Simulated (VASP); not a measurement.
RbCl: single point with PBE

Crystal: RbCl.

```xyz
2
Lattice="0.0000 3.2919 3.2919 3.2919 0.0000 3.2919 3.2919 3.2919 0.0000" Properties=species:S:1:pos:R:3 pbc="T T T"
Rb    3.2919    3.2919    3.2919
Cl    0.0000    0.0000    0.0000
```

| Quantity | Value |
| --- | --- |
| Program | VASP 6.6.1 |
| Task | single point |
| Functional | PBE |
| Potentials or basis | VASP PAW PBE potentials, release 64 (Rb_sv, Cl) |
| Cutoff | 500 eV |
| k mesh | 6 × 6 × 6 |
| Occupations | gaussian, width 0.05 eV |
| Spin | no spin polarisation |

| Item | Value |
| --- | --- |
| Pressure | 0.8 GPa |
| Band gap on the k mesh | 4.99 eV |

Levels at points of the mesh, in eV from the valence-band top:
```csv
k point,band 4,band 5,band 6,band 7,band 8,band 9,band 10,band 11,band 12,band 13
"(0.00, 0.00, 0.00)",-7.97,-7.97,0.00,0.00,0.00,4.99,7.99,7.99,7.99,8.98
"(0.50, 0.00, 0.00)",-7.99,-7.95,-0.86,-0.34,-0.34,7.75,7.97,10.15,10.15,11.36
"(0.50, 0.50, 0.00)",-8.07,-8.07,-0.32,-0.10,-0.10,6.21,8.06,9.71,10.07,10.39
```

Wall time 16 s on 1 thread of Intel(R) Xeon(R) Platinum 8488C (Sapphire Rapids) (shared host), peak memory 0.2 GiB.
